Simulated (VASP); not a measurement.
Input of a VASP 6.6.1 run:

INCAR

```
PREC = Accurate
ENCUT = 520
EDIFF = 1E-6
ISMEAR = 0
SIGMA = 0.15
LREAL = F
LASPH = T
NELM = 80
ALGO = Fast
ISIF = 2
LWAVE = F
LCHARG = F
GGA = PE
NBANDS = 12
```

File KPOINTS:

```
regular mesh
0
Gamma
  24 24 24
```

File POSCAR:

```
V
1.0
   -2.2239706399      1.5885504571      1.5885504571
    1.5885504571     -2.2239706399      1.5885504571
    1.5885504571      1.5885504571     -2.2239706399
V
1
Direct
    0.0000000000      0.0000000000      0.0000000000
```

Potentials or basis: VASP PAW PBE potentials, release 64 (V_sv).

Launch:

```console
$ cat potpaw_PBE.64/V_sv/POTCAR > POTCAR
$ mpirun -np 1 vasp_std > vasp.out
```

(1) Estimate the pressure.

Results:

(1) 106.8 GPa.
